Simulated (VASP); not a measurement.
A run of VASP 6.6.1 is set up as follows.

Contents of POSCAR:

```
MgB2
1.0
    3.0705553558      0.0000000000      0.0000000000
   -1.5352776779      2.6591789418      0.0000000000
    0.0000000000      0.0000000000      3.5086786221
Mg B
1 2
Direct
    0.0000000000      0.0000000000      0.0000000000
    0.3333333333      0.6666666667      0.5000000000
    0.6666666667      0.3333333333      0.5000000000
```

Contents of INCAR.step1:

```
SYSTEM = MgB2
  ALGO = Normal
  EDIFF = 1E-5
  ENCUT = 660
  GGA = PE
  GGA_COMPAT = .False.
  ISMEAR = -1
  LASPH = .True.
  LCHARG = .False.
  LREAL = .False.
  LWAVE = .True.
  NBANDS = 15
  NELM = 120
  PREC = Accurate
  SIGMA = 0.1
```

The input INCAR.step2:

```
SYSTEM = MgB2
  ALGO = Normal
  EDIFF = 1E-6
  ENCUT = 660
  GGA_COMPAT = .False.
  ISIF = 2
  ISMEAR = -1
  ISTART = 1
  LASPH = .True.
  LCHARG = .False.
  LMIXTAU = .True.
  LREAL = .False.
  LWAVE = .False.
  METAGGA = R2SCAN
  NBANDS = 15
  NELM = 120
  PREC = Accurate
  SIGMA = 0.1
```

The input KPOINTS:

```
k-points
0
Gamma
  12 12 9
  0 0 0
```

Potentials or basis: VASP PAW PBE potentials, release 64 (Mg_sv, B).

Command:

```console
$ cat potpaw_PBE.64/Mg_sv/POTCAR potpaw_PBE.64/B/POTCAR > POTCAR
$ cp INCAR.step1 INCAR
$ mpirun -np 1 vasp_std > vasp.out
$ cp INCAR.step2 INCAR
$ mpirun -np 1 vasp_std > vasp.out
```

Task: What does it give for the band gap on the k mesh?

Result: Zero (bands 8 and 9 overlap by 3.91 eV).

Task: Estimate the pressure.

Result: -0.2 GPa.

Stress tensor (GPa, compression positive):
```
-0.26  0.00  0.00
 0.00 -0.26  0.00
 0.00  0.00 -0.12
```

Caveat: the PAW data sets were made with another functional, which shifts forces and pressure a little.
